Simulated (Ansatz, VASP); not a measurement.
Sb in VASP and in Ansatz

```
Sb
1.0
     3.16000    0.00000    0.00000
     0.00000    3.30220    0.00000
     0.00000    0.00000    3.16000
Sb
1
Direct
  0.00000 0.00000 0.00000
```

Change from the starting cell: strain +0.0450 x Voigt [0, 1, 0, 0, 0, 0], atoms carried along.

Alike in both runs: task single point; functional PBE; k mesh 16 × 16 × 16; occupations gaussian, width 0.15 eV; no spin polarisation.

|  | VASP | Ansatz |
| --- | --- | --- |
| version | VASP 6.6.1 | Ansatz 0.2.0 |
| potentials or method | VASP PAW PBE potentials, release 64 (Sb), cutoff 520 eV | scalar-relativistic, plane waves, PAW |
| valence electrons in the cell | 5 | 15 |

VASP gave:

| Item | Value |
| --- | --- |
| gap on the k mesh at the Fermi level (eV) | none |
| pressure (GPa) | -4.0 |
| traceless stress, the component that is largest in VASP (GPa) | -2.07 |

Question: Estimate Ansatz's values.

Answer: gap on the k mesh at the Fermi level (eV): none; pressure (GPa): -4.0; traceless stress, the component that is largest in VASP (GPa): -2.06.

A gap of «none» marks a metal or a gap that the smearing closes. The functional is the same, so the differences come from potentials, cutoffs and numerics. VASP's potentials hold 5 valence electrons a cell and Ansatz's 15, so a difference there can come from the potentials and not from the codes.

Neither program's run includes spin-orbit coupling.
